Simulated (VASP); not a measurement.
Wanted: the native input for a VASP 6.6.1 run.

```yaml
Task: single point
Functional: HSE06
Potentials_or_basis: VASP PAW PBE potentials, release 64 (Pt, S)
Cutoff: 520 eV
k_mesh: 6 × 6 × 4
Occupations: gaussian, width 0.01 eV
Spin: no spin polarisation
Dipole_correction: no
Grid_for_exact_exchange_PRECFOCK: Normal
Further_INCAR_settings: ALGO = Normal; EDIFF = 1e-07; NBANDS = 18
Share_of_exact_exchange: 0.25
Screening_parameter: 0.2079 1/Å
```

The system is PtS2.

```
Pt S
1.0
     3.55264    0.00000    0.00000
    -1.77632    3.07668    0.00000
     0.00000    0.00000    5.12271
Pt S
1 2
Direct
  0.00000 0.00000 0.00000
  0.33333 0.66667 0.23926
  0.66667 0.33333 0.76074
```

The input as run:

POSCAR

```
PtS2
1.0
    3.5526415799      0.0000000000      0.0000000000
   -1.7763207900      3.0766778587      0.0000000000
    0.0000000000      0.0000000000      5.1227110550
Pt S
1 2
Direct
    0.0000000000      0.0000000000      0.0000000000
    0.3333333333      0.6666666667      0.2392599767
    0.6666666667      0.3333333333      0.7607400233
```

INCAR.step1

```
PREC = Accurate
ENCUT = 520
EDIFF = 1E-5
ISMEAR = 0
SIGMA = 0.01
LREAL = F
LASPH = T
NELM = 100
ALGO = Normal
ISIF = 2
LWAVE = T
LCHARG = F
GGA = PE
NBANDS = 18
```

INCAR.step2

```
PREC = Accurate
ENCUT = 520
EDIFF = 1E-7
ISMEAR = 0
SIGMA = 0.01
LREAL = F
LASPH = T
NELM = 100
ALGO = Normal
ISIF = 2
LWAVE = F
LCHARG = F
GGA = PE
LHFCALC = T
HFSCREEN = 0.2079
PRECFOCK = Normal
ISTART = 1
NBANDS = 18
```

KPOINTS

```
regular mesh
0
Gamma
  6 6 4
```

Potentials or basis: VASP PAW PBE potentials, release 64 (Pt, S).

The run is started by

```bash
$ cat potpaw_PBE.64/Pt/POTCAR potpaw_PBE.64/S/POTCAR > POTCAR
$ cp INCAR.step1 INCAR
$ mpirun -np 1 vasp_std > vasp.out
$ cp INCAR.step2 INCAR
$ mpirun -np 1 vasp_std > vasp.out
```

It gave:

```json
{
 "Pressure": "-1.4 GPa",
 "Largest force": "0.410 eV/Å",
 "Band gap on the k mesh": "1.40 eV (least direct gap 2.14 eV)"
}
```

Caveat: the PAW data sets were made with another functional, which shifts forces and pressure a little; spin-orbit coupling is left out, which moves the levels of the heavy elements.

Wall time 2.1 h on 1 thread of Oxide Virtual Turin-like Processor (shared host), peak memory 0.27 GiB.
